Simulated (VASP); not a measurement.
# LiTlSe2 (P-4m2) in VASP: notebook, part 2 of 2

VASP 6.6.1. Earlier steps stand in the parts before.

## 5. Single point, r2SCAN (28.81 Å³/atom)

This run uses another cell than the first one, of 28.81 Å³/atom.

POSCAR reads:

```
LiTlSe2
1.0
    4.3475524007      0.0000000000      0.0000000000
    0.0000000000      4.3475524007      0.0000000000
    0.0000000000      0.0000000000      6.0975382189
Li Se Tl
1 2 1
Direct
    0.0000000000      0.0000000000      0.0000000000
    0.0000000000      0.5000000000      0.2292133975
    0.5000000000      0.0000000000      0.7707866025
    0.5000000000      0.5000000000      0.5000000000
```

INCAR.step1 reads:

```
ALGO = Normal
EDIFF = 1E-5
ENCUT = 830
GGA = PE
GGA_COMPAT = F
ISMEAR = 0
LASPH = T
LCHARG = F
LREAL = F
LWAVE = T
NBANDS = 22
NELM = 120
PREC = Accurate
SIGMA = 0.01
```

INCAR.step2 reads:

```
ALGO = Normal
EDIFF = 1E-6
ENCUT = 830
GGA_COMPAT = F
ISIF = 2
ISMEAR = 0
ISTART = 1
LASPH = T
LCHARG = F
LMIXTAU = T
LREAL = F
LWAVE = F
METAGGA = R2SCAN
NBANDS = 22
NELM = 120
PREC = Accurate
SIGMA = 0.01
```

KPOINTS reads:

```
k-points
0
Gamma
  6 6 4
```

Potentials or basis: VASP PAW PBE potentials, release 64 (Li_sv, Se, Tl_d).

The run is started by

```sh
cat potpaw_PBE.64/Li_sv/POTCAR potpaw_PBE.64/Se/POTCAR potpaw_PBE.64/Tl_d/POTCAR > POTCAR
cp INCAR.step1 INCAR
mpirun -np 1 vasp_std > vasp.out
cp INCAR.step2 INCAR
mpirun -np 1 vasp_std > vasp.out
```

OUTCAR:

```text
EDIFF = 1E-6
   ENCUT = 830
   ISIF = 2
   ISMEAR = 0
   ISTART = 1
   LASPH = T
   LREAL = F
   METAGGA = R2SCAN
   NELM = 120
   PREC = Accurate

 ion  position               nearest neighbor table
   1  0.000  0.000  0.000-   2 2.58   3 2.58   2 2.58   3 2.58
   2  0.000  0.500  0.229-   1 2.58   1 2.58   4 2.73   4 2.73
   3  0.500  0.000  0.771-   1 2.58   1 2.58   4 2.73   4 2.73
   4  0.500  0.500  0.500-   2 2.73   3 2.73   3 2.73   2 2.73

  LATTYP: Found a simple tetragonal cell.
 ALAT       =     4.3475524007
 C/A-ratio  =     1.4025220761

  Lattice vectors:

 A1 = (   4.3475524007,   0.0000000000,   0.0000000000)
 A2 = (   0.0000000000,   4.3475524007,   0.0000000000)
 A3 = (   0.0000000000,   0.0000000000,   6.0975382189)

Analysis of symmetry for initial positions (statically):
=====================================================================
 Subroutine PRICEL returns:
 Original cell was already a primitive cell.

 Routine SETGRP: Setting up the symmetry group for a
 simple tetragonal supercell.

 Subroutine GETGRP returns: Found  8 space group operations
 (whereof  8 operations were pure point group operations)
 out of a pool of 16 trial point group operations.

The static configuration has the point symmetry D_2d.

Analysis of symmetry for dynamics (positions and initial velocities):
=====================================================================
 Subroutine PRICEL returns:
 Original cell was already a primitive cell.

 Routine SETGRP: Setting up the symmetry group for a
 simple tetragonal supercell.

 Subroutine GETGRP returns: Found  8 space group operations
 (whereof  8 operations were pure point group operations)
 out of a pool of 16 trial point group operations.

The dynamic configuration has the point symmetry D_2d.

 Subroutine INISYM returns: Found  8 space group operations
 (whereof  8 operations are pure point group operations),
 and found     1 'primitive' translations

----------------------------------------------------------------------------------------

                                     Primitive cell

  volume of cell :     115.2509

  direct lattice vectors                    reciprocal lattice vectors
     4.347552401  0.000000000  0.000000000     0.230014479  0.000000000  0.000000000
     0.000000000  4.347552401  0.000000000     0.000000000  0.230014479  0.000000000
     0.000000000  0.000000000  6.097538219     0.000000000  0.000000000  0.164000612

  length of vectors
     4.347552401  4.347552401  6.097538219     0.230014479  0.230014479  0.164000612

  position of ions in fractional coordinates (direct lattice)
     0.000000000  0.000000000  0.000000000
     0.000000000  0.500000000  0.229213397
     0.500000000  0.000000000  0.770786603
     0.500000000  0.500000000  0.500000000

  ion indices of the primitive-cell ions
   primitive index   ion index
                 1           1
                 2           2
                 3           3
                 4           4

----------------------------------------------------------------------------------------

 KPOINTS: k-points

Automatic generation of k-mesh.
 Grid dimensions read from file:
 generate k-points for:    6    6    4

 Generating k-lattice:

  Cartesian coordinates                     Fractional coordinates (reciprocal lattice)
     0.038335746  0.000000000  0.000000000     0.166666667  0.000000000  0.000000000
     0.000000000  0.038335746  0.000000000     0.000000000  0.166666667  0.000000000
     0.000000000  0.000000000  0.041000153     0.000000000  0.000000000  0.250000000

  Length of vectors
     0.038335746  0.038335746  0.041000153

  Shift w.r.t. Gamma in fractional coordinates (k-lattice)
     0.000000000  0.000000000  0.000000000

 Subroutine IBZKPT returns following result:
 ===========================================

 Found     30 irreducible k-points:

 Following reciprocal coordinates:
            Coordinates               Weight
  0.000000  0.000000  0.000000      1.000000
  0.166667  0.000000  0.000000      4.000000
  0.333333  0.000000  0.000000      4.000000
  0.500000  0.000000  0.000000      2.000000
  0.166667  0.166667  0.000000      4.000000
  0.333333  0.166667  0.000000      8.000000
[... 16 lines left out ...]
  0.333333  0.000000  0.500000      4.000000
  0.500000  0.000000  0.500000      2.000000
 [... further k-points ...]
   k-points           NKPTS =     30   k-points in BZ     NKDIM =     30   number of bands    NBANDS=     22
   number of dos      NEDOS =    301   number of ions     NIONS =      4
   total plane-waves  NPLWV = 105840
   dimension x,y,z NGX =    42 NGY =   42 NGZ =   60
   dimension x,y,z NGXF=    84 NGYF=   84 NGZF=  120
   ions per type =               1   2   1
   NGX,Y,Z   is equivalent  to a cutoff of  16.06, 16.06, 16.36 a.u.
   NGXF,Y,Z  is equivalent  to a cutoff of  32.12, 32.12, 32.72 a.u.
 SYSTEM =  unknown system
   PREC   = accura    normal or accurate (medium, high low for compatibility)
   ISTART =      1    job   : 0-new  1-cont  2-samecut
   ICHARG =      0    charge: 1-file 2-atom 10-const
   ISPIN  =      1    spin polarized calculation?
   LNONCOLLINEAR =      F non collinear calculations
   LSORBIT =      F    spin-orbit coupling
   LASPH  =      T    aspherical Exc in radial PAW
   ENCUT  =  830.0 eV  61.00 Ry    7.81 a.u.  10.21 10.21 14.32*2*pi/ulx,y,z
   NELM   =    120;   NELMIN=  2; NELMDL=  0     # of ELM steps
   EDIFF  = 0.1E-05   stopping-criterion for ELM
   LREAL  =      F    real-space projection
   EDIFFG = 0.1E-04   stopping-criterion for IOM
   NSW    =      0    number of steps for IOM
   IBRION =     -1    ionic relax: 0-MD 1-quasi-New 2-CG
   NFREE  =      0    steps in history (QN), initial steepest desc. (CG)
   ISIF   =      2    stress and relaxation
   ISYM   =      2    0-nonsym 1-usesym 2-fastsym
   POTIM  = 0.5000    time-step for ionic-motion
   TEBEG  =    0.0;   TEEND  =   0.0 temperature during run
   PSTRESS=    0.0 pullay stress
   NELECT =      28.0000    total number of electrons
   NUPDOWN=      -1.0000    fix difference up-down
   EMIN   =  10.00;   EMAX   =-10.00  energy-range for DOS
   EFERMI =   0.00;   METHOD = LEGACY
   ISMEAR =     0;   SIGMA  =   0.01  broadening in eV -4-tet -1-fermi 0-gaus
   EFERMI_NEDOS =   21; number of points for ismear=-14 and -15
   IALGO  =     38    algorithm
   IMIX   =      4    mixing-type and parameters
     AMIX     =   0.40;   BMIX     =  1.00
     AMIX_MAG =   1.60;   BMIX_MAG =  1.00
  volume/ion in A,a.u.               =      28.81       194.44
  Fermi-wavevector in a.u.,A,eV,Ry     =   1.021518  1.930390 14.197672  1.043499
  Thomas-Fermi vector in A             =   2.155147
   LORBIT       =      0    0 simple, 1 ext, 2 COOP (PROOUT), +10 PAW based schemes
   METAGGA = R2SCAN    functional components
   LHFCALC =     F    Hartree Fock is set to
   AEXX    =    0.0000 exact exchange contribution
   IVDW    =     0    specifies the selected vdW correction
   LEPSILON=     F    determine dielectric tensor
   LRPA    =     F    only Hartree local field effects (RPA)
 non-spin polarized calculation
 Gauss-broadening in eV      SIGMA  =   0.01
  energy-cutoff  :      830.00
  volume of cell :      115.25
 maximum number of plane-waves:      6296
 NGX is ok and might be reduce to    42
   NGX = 21   NGY = 21   NGZ = 29

 number of electron      27.9999998 magnetization

 Free energy of the ion-electron system (eV)
  ---------------------------------------------------
  ext. energy  EPLUGINS =         0.00000000
  ---------------------------------------------------
  free energy    TOTEN  =       -87.11671249 eV

  energy without entropy =      -87.11671249  energy(sigma->0) =      -87.11671249

 E-fermi :   1.0304     XC(G=0):  -8.6006

 val. band max:        0.9697633324   @ k =   0.0000   0.0000   0.0000
 cond. band min:       1.5595005901   @ k =   0.0000   0.0000   0.0000
 fundamental gap:      0.5897372576
 Fermi energy:         1.0303530275

 k-point     1 :       0.0000    0.0000    0.0000
  band No.  band energies     occupation
      1     -45.0462      2.00000
      2     -11.5852      2.00000
      3     -11.3372      2.00000
      4     -10.0654      2.00000
      5     -10.0654      2.00000
      6      -9.9525      2.00000
[... 574 lines left out ...]
      6      -9.8921      2.00000
[... 14 lines left out ...]
     21       9.4869      0.00000
     22       9.7820      0.00000

 [... further k-points ...]

------------------------ aborting loop because EDIFF is reached ----------------------------------------

  FORCE on cell =-STRESS in cart. coord.  units (eV):
  Direction    XX          YY          ZZ          XY          YZ          ZX
  --------------------------------------------------------------------------------------
  -------------------------------------------------------------------------------------
  Total       -1.4825963     -1.4825963     -1.5320129      0.0000000      0.0000000      0.0000000
  in kB      -20.6105377    -20.6105377    -21.2975103      0.0000000      0.0000000      0.0000000
  external PRESSURE =     -20.8395286 kB  Pullay stress =       0.0000000 kB

 VOLUME and BASIS-vectors are now :
 -----------------------------------------------------------------------------
  energy-cutoff  :      830.00
  volume of cell :      115.25
      direct lattice vectors                 reciprocal lattice vectors
     4.347552401  0.000000000  0.000000000     0.230014479  0.000000000  0.000000000
     0.000000000  4.347552401  0.000000000     0.000000000  0.230014479  0.000000000
     0.000000000  0.000000000  6.097538219     0.000000000  0.000000000  0.164000612

 POSITION                                       TOTAL-FORCE (eV/Angst)
 -----------------------------------------------------------------------------------
      0.00000      0.00000      0.00000         0.000000     -0.000000      0.000000
      0.00000      2.17378      1.39764         0.000000      0.000000      0.206418
      2.17378      0.00000      4.69990         0.000000      0.000000     -0.206418
      2.17378      2.17378      3.04877        -0.000000     -0.000000      0.000000
 -----------------------------------------------------------------------------------
    total drift:                                0.000000      0.000000     -0.000000

  FREE ENERGIE OF THE ION-ELECTRON SYSTEM (eV)
  ---------------------------------------------------
  free  energy   TOTEN  =       -87.1167124911 eV

  energy  without entropy=      -87.1167124911  energy(sigma->0) =      -87.11671249
```

It took 5.4 min on 1 thread of Intel Xeon Platinum 8488C (Sapphire Rapids), shared host; peak memory 0.46 GiB.

What came out:

```yaml
Free_energy: -87.1167 eV
Pressure: -2.1 GPa
Largest_force: 0.206 eV/Å
Band_gap_on_the_k_mesh: 0.59 eV
```

Forces in eV/Å, atoms in the order of the input:
```
Li   0.000  0.000  0.000
Se   0.000  0.000  0.206
Se   0.000  0.000 -0.206
Tl   0.000  0.000  0.000
```

Caveat: the PAW data sets were made with another functional, which shifts forces and pressure a little; spin-orbit coupling is left out, which moves the levels of the heavy elements.

## 6. The runs side by side

| cell | gap on the mesh (eV) | pressure (GPa) | largest force (eV/Å) |
| --- | --- | --- | --- |
| a = 4.221, b = 4.221, c = 5.920 Å, 4 atoms | 0.78 | 1.3 | 0.15 |
| a = 4.264, b = 4.264, c = 5.980 Å, 4 atoms | 0.71 | 0.0 | 0.01 |
| a = 4.306, b = 4.306, c = 6.039 Å, 4 atoms | 0.65 | -1.2 | 0.11 |
| a = 4.348, b = 4.348, c = 6.098 Å, 4 atoms | 0.59 | -2.1 | 0.21 |

Alike in all rows: task single point; level r2SCAN; potentials or basis VASP PAW PBE potentials, release 64 (Li_sv, Se, Tl_d); no spin polarisation; k mesh 6 × 6 × 4; cutoff (eV) 830; smearing gaussian 0.01 eV.

Caveats: the PAW data sets were made with another functional, which shifts forces and pressure a little; spin-orbit coupling is left out, which moves the levels of the heavy elements.

Total energies depend on the potentials used, so only differences within one code and one set of settings carry meaning.
